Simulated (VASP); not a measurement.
Input of a VASP 6.6.1 run:

Contents of POSCAR:

```
Zn2As
1.0
    0.0000000000      3.6685901435      3.6685901435
    3.6685901435      0.0000000000      3.6685901435
    3.6685901435      3.6685901435      0.0000000000
Zn As
4 2
Direct
    0.6250000000      0.6250000000      0.6250000000
    0.1250000000      0.6250000000      0.6250000000
    0.6250000000      0.6250000000      0.1250000000
    0.6250000000      0.1250000000      0.6250000000
    0.0000000000      0.0000000000      0.0000000000
    0.2500000000      0.2500000000      0.2500000000
```

File INCAR.step1:

```
SYSTEM = Zn2As
PREC     = Accurate       ! precision mode
ENCUT    = 520            ! plane-wave cutoff, eV
ISMEAR   = 0              ! smearing method
SIGMA    = 0.1            ! smearing width, eV
LREAL    = .False.        ! projectors in reciprocal space
LASPH    = .True.         ! aspherical terms in the spheres
NELM     = 100            ! most SCF steps
NBANDS   = 38             ! bands
GGA      = PE             ! functional
ALGO     = Normal         ! electronic algorithm
EDIFF    = 1E-4           ! SCF threshold, eV
LWAVE    = .True.         ! write WAVECAR
LCHARG   = .False.        ! write CHGCAR
```

INCAR.step2

```
SYSTEM = Zn2As
PREC     = Accurate       ! precision mode
ENCUT    = 520            ! plane-wave cutoff, eV
EDIFF    = 1E-6           ! SCF threshold, eV
ISMEAR   = 0              ! smearing method
SIGMA    = 0.1            ! smearing width, eV
LREAL    = .False.        ! projectors in reciprocal space
LASPH    = .True.         ! aspherical terms in the spheres
NELM     = 100            ! most SCF steps
ALGO     = Normal         ! electronic algorithm
ISIF     = 2              ! what is computed and relaxed
LWAVE    = .False.        ! write WAVECAR
LCHARG   = .False.        ! write CHGCAR
METAGGA  = R2SCAN         ! meta-GGA
LMIXTAU  = .True.       
NBANDS   = 38             ! bands
ISTART   = 1
```

Contents of KPOINTS:

```
Automatic mesh
0
Gamma
  4 4 4
  0 0 0
```

Potentials or basis: VASP PAW PBE potentials, release 64 (Zn, As).

The run is started by

```bash
$ cat potpaw_PBE.64/Zn/POTCAR potpaw_PBE.64/As/POTCAR > POTCAR
$ cp INCAR.step1 INCAR
$ mpirun -np 1 vasp_std > vasp.out
$ cp INCAR.step2 INCAR
$ mpirun -np 1 vasp_std > vasp.out
```

**Question.** What does it give for the band gap on the k mesh?

**Answer.** Zero (bands 29 and 30 overlap by 3.87 eV).

**Question.** Estimate the pressure.

**Answer.** 1.0 GPa.

Caveat: the k points lie up to 0.37 Å⁻¹ apart, too coarse for converged energies and pressures of a metal; the PAW data sets were made with another functional, which shifts forces and pressure a little.
